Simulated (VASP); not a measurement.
Write the native input for VASP 6.6.1 that does the following.

* Task: single point
* Functional: revPBE
* Dispersion: D3(BJ)
* Potentials or basis: VASP PAW PBE potentials, release 64 (Mn_pv, S)
* Cutoff: 500 eV
* k mesh: 9 × 9 × 9
* Occupations: fermi-dirac, width 0.05 eV
* Spin: collinear spin, ferromagnetic start
* Starting moments: [4.0, 0.0] μB
* Dipole correction: no
* Further INCAR settings: ALGO = Normal; EDIFF = 1e-06; NBANDS = 20

The structure of MnS lies in POSCAR:

```
MnS
1.0
    0.0000000000      2.4436678682      2.4436678682
    2.4436678682      0.0000000000      2.4436678682
    2.4436678682      2.4436678682      0.0000000000
Mn S
1 1
Direct
    0.0000000000      0.0000000000      0.0000000000
    0.7500000000      0.7500000000      0.7500000000
```

These files were run (other wordings do the same):

INCAR

```
  PREC = Accurate
  ENCUT = 500
  EDIFF = 1E-6
  ISMEAR = -1
  SIGMA = 0.05
  LREAL = False
  LASPH = True
  NELM = 200
  ALGO = Normal
  ISIF = 2
  LWAVE = False
  LCHARG = True
  ISPIN = 2
  MAGMOM = 4 0
  LORBIT = 11
  LMAXMIX = 4
  GGA = RE
  IVDW = 12
  LELF = True
  LVHAR = True
  NBANDS = 20
  GGA_COMPAT = False
```

KPOINTS

```
Automatic mesh
0
Gamma
  9 9 9
```

Potentials or basis: VASP PAW PBE potentials, release 64 (Mn_pv, S).

Command:

```sh
$ cat potpaw_PBE.64/Mn_pv/POTCAR potpaw_PBE.64/S/POTCAR > POTCAR
$ mpirun -np 1 vasp_std > vasp.out
```

Results of the run:

| Property | Result |
| --- | --- |
| Pressure | -0.2 GPa |
| Net moment | 0.18 μB per cell |
| Site moments | Mn +0.17; S -0.00 μB |
| Valence electrons inside the program's atomic spheres | Mn 12.10; S 3.78 |
| Dispersion energy per atom | -0.980 eV |

Caveat: the PAW data sets were made with another functional, which shifts forces and pressure a little; the moment fell far below its start of 4 μB, so a state of higher moment may lie lower in energy; pairwise dispersion overbinds metals, which lowers pressure and volume.

It took 28 s on 1 thread of Intel(R) Xeon(R) 6975P-C (Granite Rapids), with other jobs on the host, peak memory 0.19 GiB.
